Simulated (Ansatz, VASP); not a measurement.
# One calculation of PC, two programs

```
CELL_PARAMETERS angstrom
2.87819 0.00000 0.00000
0.00000 2.87819 0.00000
0.00000 0.00000 5.29416
ATOMIC_POSITIONS crystal
P 0.00000 0.50000 0.68455
P 0.50000 0.00000 0.31545
C 0.00000 0.50000 0.32939
C 0.50000 0.00000 0.67061
```

Change from the starting cell: species swapped into the HfAu type (P4/nmm, No. 129).

Alike in both runs: functional PBE; k mesh 6 × 6 × 4; occupations gaussian, width 0.2 eV; no spin polarisation.

Ansatz relaxed the structure, and its values are those at the end. VASP's run is a single point on that final structure, the one shown.

|  | VASP | Ansatz |
| --- | --- | --- |
| version | VASP 6.6.1 | Ansatz 0.2.0 |
| potentials or method | VASP PAW PBE potentials, release 64 (P, C), cutoff 520 eV | scalar-relativistic, plane waves, PAW |
| valence electrons in the cell | 18 | 18 |

Ansatz gave:

```
gap on the k mesh at the Fermi level (eV) : none
pressure (GPa)                            : -0.2
rms of the force components (eV/Å)        : 0.004
```

Problem. Which values does VASP return?

Solution. gap on the k mesh at the Fermi level (eV): none; pressure (GPa): -0.5; rms of the force components (eV/Å): 0.012.

A gap of «none» marks a metal or a gap that the smearing closes. With one functional, cell and mesh, what is left measures potentials, basis and numerics.

The k mesh is coarse, so the values compare programs but aren't converged.
